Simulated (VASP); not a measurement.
# W in VASP: a series of runs

Runs on W. Level: PBEsol. Tasks: single point.

Program: VASP 6.6.1. These are calculated values, not measurements. Logs are shortened: lines on timing, memory, paths and dates and some standing lists are left out, and cuts for length are marked.

## (1) The cell of the first run

It takes space group C2/m (No. 12, monoclinic). The conventional cell has a = 3.819 Å, b = 3.998 Å, c = 2.475 Å, α = 90.00°, β = 127.35°, γ = 90.00°. W (site symmetry 2/m) has 12 W at 2.47 to 3.04 Å within 3.3 Å.

## (2) Single point, PBEsol (engineering shear strain xz -0.2000, normal strain along z -0.0500)

INCAR reads:

```
PREC = Accurate ; ENCUT = 500
EDIFF = 1E-6 ; ISMEAR = 0
SIGMA = 0.15 ; LREAL = F
LASPH = T ; NELM = 120
ALGO = Normal ; ISIF = 2
LWAVE = F ; LCHARG = T
GGA = PS ; LELF = T
LVHAR = T ; NBANDS = 13
GGA_COMPAT = F
```

KPOINTS reads:

```
Automatic mesh
0
Gamma
  20 20 20
```

POSCAR reads:

```
W
1.0
   -0.1999126922      1.9991269217      1.8991705756
    1.7992142295      0.0000000000      1.6992578834
    1.9991269217      1.9991269217     -0.1999126922
W
1
Direct
    0.0000000000      0.0000000000      0.0000000000
```

Potentials or basis: VASP PAW PBE potentials, release 64 (W_sv).

Run with:

```console
cat potpaw_PBE.64/W_sv/POTCAR > POTCAR
mpirun -np 1 vasp_std > vasp.out
```

OUTCAR:

```text
PREC = Accurate
   ENCUT = 500
   EDIFF = 1E-6
   ISMEAR = 0
   LREAL = F
   LASPH = T
   NELM = 120
   ISIF = 2
   GGA = PS

 ion  position               nearest neighbor table
   1  0.000  0.000  0.000-

  LATTYP: Found a base centered monoclinic cell.
 ALAT       =     3.8193266211
 B/A-ratio  =     1.0468478452
 C/A-ratio  =     0.6479683740
 COS(beta)  =    -0.6067436324

  Lattice vectors:

 A1 = (   0.1999126922,  -1.9991269217,  -1.8991705756)
 A2 = (   0.1999126922,   1.9991269217,  -1.8991705756)
 A3 = (   1.7992142295,   0.0000000000,   1.6992578834)

Analysis of symmetry for initial positions (statically):
=====================================================================
 Subroutine PRICEL returns:
 Original cell was already a primitive cell.

 Routine SETGRP: Setting up the symmetry group for a
 base centered monoclinic supercell.

 Subroutine GETGRP returns: Found  4 space group operations
 (whereof  4 operations were pure point group operations)
 out of a pool of  4 trial point group operations.

The static configuration has the point symmetry C_2h.

Analysis of symmetry for dynamics (positions and initial velocities):
=====================================================================
 Subroutine PRICEL returns:
 Original cell was already a primitive cell.

 Routine SETGRP: Setting up the symmetry group for a
 base centered monoclinic supercell.

 Subroutine GETGRP returns: Found  4 space group operations
 (whereof  4 operations were pure point group operations)
 out of a pool of  4 trial point group operations.

The dynamic configuration has the point symmetry C_2h.

 Subroutine INISYM returns: Found  4 space group operations
 (whereof  4 operations are pure point group operations),
 and found     1 'primitive' translations

----------------------------------------------------------------------------------------

                                     Primitive cell

  volume of cell :      15.0203

  direct lattice vectors                    reciprocal lattice vectors
    -0.199912692  1.999126922  1.899170576    -0.226162559  0.250109182  0.239466239
     1.799214229  0.000000000  1.699257883     0.279377278 -0.250109182  0.292680958
     1.999126922  1.999126922 -0.199912692     0.226162559  0.250109182 -0.239466239

  length of vectors
     2.764655930  2.474802860  2.834251574     0.413579721  0.475676792  0.413579721

  position of ions in fractional coordinates (direct lattice)
     0.000000000  0.000000000  0.000000000

  ion indices of the primitive-cell ions
   primitive index   ion index
                 1           1

----------------------------------------------------------------------------------------

 KPOINTS: Automatic mesh

Automatic generation of k-mesh.
 Grid dimensions read from file:
 generate k-points for:   20   20   20

 Generating k-lattice:

  Cartesian coordinates                     Fractional coordinates (reciprocal lattice)
    -0.011308128  0.012505459  0.011973312     0.050000000  0.000000000 -0.000000000
     0.013968864 -0.012505459  0.014634048     0.000000000  0.050000000  0.000000000
     0.011308128  0.012505459 -0.011973312    -0.000000000  0.000000000  0.050000000

  Length of vectors
     0.020678986  0.023783840  0.020678986

  Shift w.r.t. Gamma in fractional coordinates (k-lattice)
     0.000000000  0.000000000  0.000000000

 Subroutine IBZKPT returns following result:
 ===========================================

 Found   2112 irreducible k-points:

 Following reciprocal coordinates:
            Coordinates               Weight
  0.000000  0.000000  0.000000      1.000000
  0.050000  0.000000  0.000000      4.000000
  0.100000  0.000000  0.000000      4.000000
  0.150000  0.000000  0.000000      4.000000
  0.200000  0.000000  0.000000      4.000000
  0.250000  0.000000 -0.000000      4.000000
[... 16 lines left out ...]
 -0.450000  0.050000  0.000000      4.000000
 -0.400000  0.050000 -0.000000      4.000000
 [... further k-points ...]
   k-points           NKPTS =   2112   k-points in BZ     NKDIM =   2112   number of bands    NBANDS=     13
   number of dos      NEDOS =    301   number of ions     NIONS =      1
   total plane-waves  NPLWV =   8640
   dimension x,y,z NGX =    20 NGY =   18 NGZ =   24
   dimension x,y,z NGXF=    40 NGYF=   36 NGZF=   48
   ions per type =               1
   NGX,Y,Z   is equivalent  to a cutoff of  12.03, 12.09, 14.08 a.u.
   NGXF,Y,Z  is equivalent  to a cutoff of  24.05, 24.18, 28.15 a.u.
 SYSTEM =  unknown system
   PREC   = accura    normal or accurate (medium, high low for compatibility)
   ISTART =      0    job   : 0-new  1-cont  2-samecut
   ICHARG =      2    charge: 1-file 2-atom 10-const
   ISPIN  =      1    spin polarized calculation?
   LNONCOLLINEAR =      F non collinear calculations
   LSORBIT =      F    spin-orbit coupling
   LASPH  =      T    aspherical Exc in radial PAW
   ENCUT  =  500.0 eV  36.75 Ry    6.06 a.u.   5.04  4.51  5.17*2*pi/ulx,y,z
   NELM   =    120;   NELMIN=  2; NELMDL= -5     # of ELM steps
   EDIFF  = 0.1E-05   stopping-criterion for ELM
   LREAL  =      F    real-space projection
   EDIFFG = 0.1E-04   stopping-criterion for IOM
   NSW    =      0    number of steps for IOM
   IBRION =     -1    ionic relax: 0-MD 1-quasi-New 2-CG
   NFREE  =      0    steps in history (QN), initial steepest desc. (CG)
   ISIF   =      2    stress and relaxation
   ISYM   =      2    0-nonsym 1-usesym 2-fastsym
   POTIM  = 0.5000    time-step for ionic-motion
   TEBEG  =    0.0;   TEEND  =   0.0 temperature during run
   PSTRESS=    0.0 pullay stress
   NELECT =      14.0000    total number of electrons
   NUPDOWN=      -1.0000    fix difference up-down
   EMIN   =  10.00;   EMAX   =-10.00  energy-range for DOS
   EFERMI =   0.00;   METHOD = LEGACY
   ISMEAR =     0;   SIGMA  =   0.15  broadening in eV -4-tet -1-fermi 0-gaus
   EFERMI_NEDOS =   21; number of points for ismear=-14 and -15
   IALGO  =     38    algorithm
   IMIX   =      4    mixing-type and parameters
     AMIX     =   0.40;   BMIX     =  1.00
     AMIX_MAG =   1.60;   BMIX_MAG =  1.00
  volume/ion in A,a.u.               =      15.02       101.36
  Fermi-wavevector in a.u.,A,eV,Ry     =   1.599157  3.021969 34.794235  2.557304
  Thomas-Fermi vector in A             =   2.696494
   LORBIT       =      0    0 simple, 1 ext, 2 COOP (PROOUT), +10 PAW based schemes
   GGA     = PS    functional components
   LHFCALC =     F    Hartree Fock is set to
   AEXX    =    0.0000 exact exchange contribution
   IVDW    =     0    specifies the selected vdW correction
   LEPSILON=     F    determine dielectric tensor
   LRPA    =     F    only Hartree local field effects (RPA)
 non-spin polarized calculation
 Gauss-broadening in eV      SIGMA  =   0.15
  energy-cutoff  :      500.00
  volume of cell :       15.02
 maximum number of plane-waves:       399
   NGX = 11   NGY =  9   NGZ = 11

 number of electron      14.0000001 magnetization

 Free energy of the ion-electron system (eV)
  ---------------------------------------------------
  ext. energy  EPLUGINS =         0.00000000
  ---------------------------------------------------
  free energy    TOTEN  =       -13.16490687 eV

  energy without entropy =      -13.15740209  energy(sigma->0) =      -13.16115448

 E-fermi :  11.9104     XC(G=0): -14.0269

 val. band max:       11.9084193165   @ k =   0.2000  -0.4500   0.0500
 cond. band min:      11.9113605249   @ k =  -0.1000   0.5000   0.1000
 fundamental gap:      0.0029412084
 Fermi energy:        11.9104384620

 k-point     1 :       0.0000    0.0000    0.0000
  band No.  band energies     occupation
      1     -61.9641      2.00000
      2     -25.6919      2.00000
      3     -25.5228      2.00000
      4     -24.8957      2.00000
      5       2.1718      2.00000
      6       9.1083      2.00000
      7       9.5807      2.00000
      8      13.4637      0.00000
      9      14.4473      0.00000
     10      15.4369      0.00000
     11      24.3814      0.00000
     12      28.1485      0.00000
     13      30.0073      0.00000

 k-point     2 :       0.0500    0.0000    0.0000
  band No.  band energies     occupation
      1     -61.9614      2.00000
      2     -25.7114      2.00000
      3     -25.5386      2.00000
      4     -24.8994      2.00000
      5       2.2779      2.00000
      6       9.1197      2.00000
      7       9.5567      2.00000
      8      13.5042      0.00000
      9      14.4054      0.00000
     10      15.4147      0.00000
     11      24.5790      0.00000
     12      28.0272      0.00000
     13      30.0390      0.00000

 k-point     3 :       0.1000    0.0000    0.0000
  band No.  band energies     occupation
      1     -61.9537      2.00000
      2     -25.7832      2.00000
      3     -25.5684      2.00000
      4     -24.9101      2.00000
      5       2.5851      2.00000
      6       9.1308      2.00000
      7       9.5133      2.00000
      8      13.6085      0.00000
      9      14.3036      0.00000
     10      15.3771      0.00000
     11      25.1337      0.00000
     12      27.5559      0.00000
     13      30.3679      0.00000

 k-point     4 :       0.1500    0.0000    0.0000
  band No.  band energies     occupation
      1     -61.9416      2.00000
      2     -25.9178      2.00000
      3     -25.5896      2.00000
      4     -24.9267      2.00000
      5       3.0592      2.00000
      6       9.0963      2.00000
      7       9.5105      2.00000
      8      13.7207      0.00000
      9      14.2055      0.00000
     10      15.4045      0.00000
     11      25.9342      0.00000
     12      26.7858      0.00000
     13      31.1388      0.00000

 k-point     5 :       0.2000    0.0000    0.0000
  band No.  band energies     occupation
      1     -61.9264      2.00000
      2     -26.0973      2.00000
      3     -25.6025      2.00000
      4     -24.9475      2.00000
      5       3.6391      2.00000
      6       9.0488      2.00000
      7       9.5450      2.00000
      8      13.7660      0.00000
      9      14.1824      0.00000
     10      15.5945      0.00000
     11      25.8693      0.00000
     12      26.8258      0.00000
     13      32.2447      0.00000
[... 257 lines left out ...]
 k-point    22 :       0.5000    0.0500   -0.0000
  band No.  band energies     occupation
      1     -61.8492      2.00000
      2     -26.8996      2.00000
      3     -25.6427      2.00000
      4     -25.1006      2.00000
      5       5.4802      2.00000
      6       9.2020      2.00000
      7      11.3014      2.00000
      8      13.0691      0.00000
      9      15.4111      0.00000
     10      18.1062      0.00000
     11      22.0515      0.00000
     12      25.5995      0.00000
     13      30.2073      0.00000

 k-point    23 :      -0.4500    0.0500    0.0000
  band No.  band energies     occupation
      1     -61.8500      2.00000
      2     -26.8915      2.00000
      3     -25.6393      2.00000
      4     -25.1022      2.00000
      5       5.4766      2.00000
      6       9.2216      2.00000
      7      11.1631      2.00000
      8      13.0737      0.00000
      9      15.3975      0.00000
     10      18.1157      0.00000
     11      22.1258      0.00000
     12      25.6353      0.00000
     13      30.3834      0.00000

 k-point    24 :      -0.4000    0.0500   -0.0000
  band No.  band energies     occupation
      1     -61.8560      2.00000
      2     -26.8261      2.00000
      3     -25.6344      2.00000
      4     -25.0965      2.00000
      5       5.4284      2.00000
      6       9.2795      2.00000
      7      10.6889      2.00000
      8      13.1017      0.00000
      9      15.2070      0.00000
     10      17.8867      0.00000
     11      22.5520      0.00000
     12      26.0696      0.00000
     13      31.0223      0.00000

 [... further k-points ...]

------------------------ aborting loop because EDIFF is reached ----------------------------------------

  FORCE on cell =-STRESS in cart. coord.  units (eV):
  Direction    XX          YY          ZZ          XY          YZ          ZX
  --------------------------------------------------------------------------------------
  -------------------------------------------------------------------------------------
  Total        3.3055104      2.4633717      2.6347741      0.0000000     -0.0000000      2.4816944
  in kB      352.5901358    262.7614095    281.0444485      0.0000000     -0.0000000    264.7158425
  external PRESSURE =     298.7986646 kB  Pullay stress =       0.0000000 kB

 VOLUME and BASIS-vectors are now :
 -----------------------------------------------------------------------------
  energy-cutoff  :      500.00
  volume of cell :       15.02
      direct lattice vectors                 reciprocal lattice vectors
    -0.199912692  1.999126922  1.899170576    -0.226162559  0.250109182  0.239466239
     1.799214229  0.000000000  1.699257883     0.279377278 -0.250109182  0.292680958
     1.999126922  1.999126922 -0.199912692     0.226162559  0.250109182 -0.239466239

 POSITION                                       TOTAL-FORCE (eV/Angst)
 -----------------------------------------------------------------------------------
      0.00000      0.00000      0.00000         0.000000      0.000000     -0.000000
 -----------------------------------------------------------------------------------
    total drift:                                0.000000     -0.000000     -0.000000

  FREE ENERGIE OF THE ION-ELECTRON SYSTEM (eV)
  ---------------------------------------------------
  free  energy   TOTEN  =       -13.1649068684 eV

  energy  without entropy=      -13.1574020853  energy(sigma->0) =      -13.16115448
```

Run time: 2.7 min. Hardware: 1 thread of Intel Xeon Platinum 8559C (Emerald Rapids), shared host; peak memory 0.45 GiB.

What came out:

```yaml
Free_energy: -13.1649 eV
Pressure: 29.9 GPa
Band_gap_on_the_k_mesh: zero (bands 7 and 8 overlap by 5.18 eV)
```

Caveat: the cell differs from its parent crystal (engineering shear strain xz -0.2000, normal strain along z -0.0500); the stress differs along the axes, from 26 to 35 GPa; the PAW data sets were made with another functional, which shifts forces and pressure a little; spin-orbit coupling is left out, which moves the levels of the heavy elements.

## (3) Single point, PBEsol (engineering shear strain xz -0.1000, normal strain along z -0.0500)

INCAR is that of step 2.

KPOINTS reads:

```
regular mesh
0
Gamma
  20 20 20
```

POSCAR reads:

```
W
1.0
   -0.0999563461      1.9991269217      1.8991705756
    1.8991705756      0.0000000000      1.7992142295
    1.9991269217      1.9991269217     -0.0999563461
W
1
Direct
    0.0000000000      0.0000000000      0.0000000000
```

Potentials or basis: VASP PAW PBE potentials, release 64 (W_sv).

Run with:

```console
cat potpaw_PBE.64/W_sv/POTCAR > POTCAR
mpirun -np 1 vasp_std > vasp.out
```

It took 3.1 min on 1 thread of Intel Xeon Platinum 8559C (Emerald Rapids), shared host; peak memory 0.45 GiB.

The run converged. Its results:

| Quantity | Value |
| --- | --- |
| Free energy | -13.3090 eV |
| Pressure | 21.0 GPa |
| Band gap on the k mesh | zero (bands 7 and 8 overlap by 5.09 eV) |

Stress tensor (GPa, compression positive):
```
24.45  0.00  1.68
 0.00 25.76  0.00
 1.68  0.00 12.65
```

Levels at points of the mesh, in eV from the Fermi level:
```
           k point  band 4  band 5  band 6  band 7  band 8  band 9  band 10  band 11
(0.00, 0.00, 0.00)  -37.01   -9.61   -1.79   -1.41    0.43    2.25     3.23    12.71
(0.50, 0.00, 0.00)  -37.17   -6.34   -2.02    0.20    0.24    4.61     5.72    10.73
(0.00, 0.50, 0.00)  -37.44   -6.21   -1.99   -0.68    1.35    4.78     6.15    12.06
(0.50, 0.50, 0.00)  -37.83   -6.27   -5.38    4.16    4.78    6.15     6.70    11.72
(0.50, 0.00, 0.50)  -37.42   -6.31   -5.24    2.99    5.44    5.86     6.66    10.89
(0.00, 0.50, 0.50)  -37.64   -6.30   -5.19    3.07    5.06    5.66     6.67    12.04
```

Caveat: the cell differs from its parent crystal (engineering shear strain xz -0.1000, normal strain along z -0.0500); the stress differs along the axes, from 13 to 26 GPa; the PAW data sets were made with another functional, which shifts forces and pressure a little; spin-orbit coupling is left out, which moves the levels of the heavy elements.

## (4) Single point, PBEsol

This run uses another cell than the first one, of 15.94 Å³/atom.

INCAR reads:

```
  ALGO = Normal
  EDIFF = 1E-6
  ENCUT = 500
  GGA = PS
  GGA_COMPAT = F
  ISIF = 2
  ISMEAR = 0
  LASPH = T
  LCHARG = T
  LELF = T
  LREAL = F
  LVHAR = T
  LWAVE = F
  NBANDS = 13
  NELM = 120
  PREC = Accurate
  SIGMA = 0.15
```

KPOINTS reads:

```
k-points
0
Gamma
  20 20 20
```

POSCAR reads:

```
W
1.0
   -0.0999563461      1.9991269217      1.9991269217
    1.8991705756      0.0000000000      1.8991705756
    1.9991269217      1.9991269217     -0.0999563461
W
1
Direct
    0.0000000000      0.0000000000      0.0000000000
```

Run with:

```console
cat potpaw_PBE.64/W_sv/POTCAR > POTCAR
mpirun -np 1 vasp_std > vasp.out
```

It took 2.2 min on 1 thread of Intel Xeon 6975P-C (Granite Rapids), shared host; peak memory 0.32 GiB.

The run converged. Its results:

| Property | Result |
| --- | --- |
| Free energy | -13.3435 eV |
| Pressure | 3.0 GPa |
| Band gap on the k mesh | zero (bands 7 and 8 overlap by 4.11 eV) |

Stress tensor (GPa, compression positive):
```
 1.68  0.00 -1.83
 0.00  5.69  0.00
-1.83  0.00  1.68
```

Levels at points of the mesh, in eV from the Fermi level:
| k point | band 4 | band 5 | band 6 | band 7 | band 8 | band 9 | band 10 | band 11 |
| --- | --- | --- | --- | --- | --- | --- | --- | --- |
| (0.00, 0.00, 0.00) | -37.14 | -9.29 | -1.64 | -1.01 | 0.25 | 2.64 | 2.65 | 12.69 |
| (0.50, 0.00, 0.00) | -37.30 | -6.00 | -1.53 | -0.01 | 0.11 | 4.22 | 5.47 | 10.03 |
| (0.00, 0.50, 0.00) | -37.55 | -5.84 | -1.85 | -0.49 | 1.17 | 4.75 | 5.68 | 11.48 |
| (0.50, 0.50, 0.00) | -37.77 | -5.84 | -4.86 | 3.16 | 4.62 | 5.75 | 6.19 | 11.83 |
| (0.50, 0.00, 0.50) | -37.53 | -5.85 | -4.89 | 3.08 | 5.16 | 5.90 | 5.92 | 10.33 |

Caveat: the cell stands under pressure; the PAW data sets were made with another functional, which shifts forces and pressure a little; spin-orbit coupling is left out, which moves the levels of the heavy elements.

## (5) Overview

```tsv
cell	gap on the mesh (eV)	pressure (GPa)
a = 2.765, b = 2.475, c = 2.834 Å, angles 62.3, 65.8, 65.2°, 1 atom	none	29.9
a = 2.759, b = 2.616, c = 2.829 Å, angles 60.7, 62.5, 63.4°, 1 atom	none	21.0
a = 2.829, b = 2.686 Å, angles 61.7, 63.3, 61.7°, 1 atom	none	3.0
```

Alike in all rows: task single point; level PBEsol; potentials or basis VASP PAW PBE potentials, release 64 (W_sv); no spin polarisation; k mesh 20 × 20 × 20; cutoff (eV) 500; smearing gaussian 0.15 eV.

Caveats: the PAW data sets were made with another functional, which shifts forces and pressure a little; spin-orbit coupling is left out, which moves the levels of the heavy elements; the stress differs along the axes, from 26 to 35 GPa (at least some runs); the stress differs along the axes, from 13 to 26 GPa (at least some runs); the cell stands under pressure (at least some runs).

Absolute energies hang on the potentials; compare differences alone.
